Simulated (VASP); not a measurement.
Wanted: the native input for a VASP 6.6.1 run.

| Item | Value |
| --- | --- |
| Task | single point |
| Functional | PBE |
| Potentials or basis | VASP PAW PBE potentials, release 64 (La) |
| Cutoff | 520 eV |
| k mesh | 16 × 16 × 9 |
| Occupations | fermi-dirac, width 0.1 eV |
| Spin | no spin polarisation |
| Dipole correction | no |
| Further INCAR settings | ALGO = Normal; EDIFF = 1e-07; NBANDS = 18 |

The structure of La lies in POSCAR:

```
La
1.0
    3.7833703043      0.0000000000      0.0000000000
   -1.8916851521      3.2764947954      0.0000000000
    0.0000000000      0.0000000000      6.1090211732
La
2
Direct
    0.3333333333      0.6666666667      0.2500000000
    0.6666666667      0.3333333333      0.7500000000
```

One way to write it, as run:

INCAR

```
SYSTEM = La
PREC = Accurate
ENCUT = 520
EDIFF = 1E-7
ISMEAR = -1
SIGMA = 0.1
LREAL = .FALSE.
LASPH = .TRUE.
NELM = 60
ALGO = Normal
ISIF = 2
LWAVE = .FALSE.
LCHARG = .FALSE.
GGA = PE
NBANDS = 18
```

KPOINTS

```
regular mesh
0
G
  16 16 9
  0 0 0
```

Potentials or basis: VASP PAW PBE potentials, release 64 (La).

Run with:

```bash
$ cat potpaw_PBE.64/La/POTCAR > POTCAR
$ mpirun -np 1 vasp_std > vasp.out
```

Results of the run:

```
Pressure               : 0.0 GPa
Band gap on the k mesh : zero (bands 11 and 12 overlap by 1.44 eV)
```

Caveat: spin-orbit coupling is left out, which moves the levels of the heavy elements.

Run time: 6.5 min on 1 thread of Oxide Virtual Turin-like Processor, on a shared host, peak memory 0.31 GiB.
